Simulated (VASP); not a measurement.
Wanted: the native input for a VASP 6.6.1 run.

| Property | Result |
| --- | --- |
| Task | single point |
| Functional | LDA |
| Potentials or basis | VASP PAW LDA potentials, release 64 (Si) |
| Cutoff | 520 eV |
| k mesh | 12 × 12 × 12 |
| Occupations | gaussian, width 0.05 eV |
| Spin | no spin polarisation |
| Dipole correction | no |
| Further INCAR settings | ALGO = Normal; EDIFF = 1e-06; NBANDS = 11 |

The structure of Si lies in POSCAR:

```
Si
1.0
    0.0000000000      2.9370085766      2.4482903495
    2.9370085766      0.0000000000      2.4482903495
    2.9370085766      2.9370085766      0.0000000000
Si
2
Direct
    0.5000000000      0.5000000000      0.5000000000
    0.7500000000      0.7500000000      0.7500000000
```

This cell differs from its parent crystal: volume 21.119 Å^3 an atom, c/a of the conventional cell 0.8336.

The input as run:

INCAR

```
PREC = Accurate
ENCUT = 520
EDIFF = 1E-6
ISMEAR = 0
SIGMA = 0.05
LREAL = F
LASPH = T
NELM = 100
ALGO = Normal
ISIF = 2
LWAVE = F
LCHARG = F
NBANDS = 11
```

KPOINTS

```
regular mesh
0
Gamma
  12 12 12
```

Potentials or basis: VASP PAW LDA potentials, release 64 (Si).

Launch:

```sh
$ cat potpaw_LDA.64/Si/POTCAR > POTCAR
$ mpirun -np 1 vasp_std > vasp.out
```

It gave:

| Quantity | Value |
| --- | --- |
| Pressure | -6.7 GPa |
| Band gap on the k mesh | zero (band 4 reaches 5.97 eV, above the bottom of band 5 at 4.82 eV) |

It took 42 s on 1 thread of Intel(R) Xeon(R) Platinum 8259CL CPU @ 2.50GHz (Skylake/Cascade Lake), on a shared host, peak memory 0.18 GiB.
